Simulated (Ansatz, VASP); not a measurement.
Li in VASP and in Ansatz

File INCAR:

```
ALGO = Normal
EDIFF = 1E-8
ENCUT = 520
GGA = PE
ISIF = 2
ISMEAR = -1
LASPH = T
LCHARG = F
LEFG = T
LREAL = F
LWAVE = F
NBANDS = 8
NELM = 100
PREC = Accurate
SIGMA = 0.05
```

The input KPOINTS:

```
k-points
0
Gamma
  13 13 13
```

POSCAR

```
Li
1.0
   -1.6800000000      1.7500000000      1.7500000000
    1.7500000000     -1.6800000000      1.7500000000
    1.7500000000      1.7500000000     -1.6800000000
Li
1
Direct
    0.0000000000      0.0000000000      0.0000000000
```

Input for Ansatz:

```yaml
crystal:
  lattice:
    - [-1.68, 1.75, 1.75]
    - [1.75, -1.68, 1.75]
    - [1.75, 1.75, -1.68]
  atoms:
    - { symbol: Li, position: [0.0, 0.0, 0.0] }
kpoints:
  mp_grid: { grid: [13, 13, 13] }
scf:
  occupations: { method: fermi_dirac, width: 0.05 }
hamiltonian:
  xc: pbe
  pseudopotentials: { kind: paw }
output:
  forces: true
  stress: true
  eigenvalues: true
  efg: { contact_densities: true }
```

Change from the starting cell: equal xy, yz and zx shear strains of +4 %, PAW files.

Alike in both runs: task electric field gradients; functional PBE; k mesh 13 × 13 × 13; occupations fermi-dirac, width 0.05 eV; no spin polarisation.

|  | VASP | Ansatz |
| --- | --- | --- |
| version | VASP 6.6.1 | Ansatz 0.2.0 |
| potentials or method | VASP PAW PBE potentials, release 64 (Li_sv) | PAW with Ansatz's default frozen-core files, scalar-relativistic |
| plane-wave cutoff (eV) | 520 | 420 |
| valence electrons in the cell | 3 | 3 |

```csv
,VASP,Ansatz,Ansatz less VASP
size of Vzz on the site where it differs most (V/Å²),0.2,0.2,-0.02
```

Noted on VASP's run: the cutoff is under 1.25 times that of the potentials, so the pressure is a little rough.
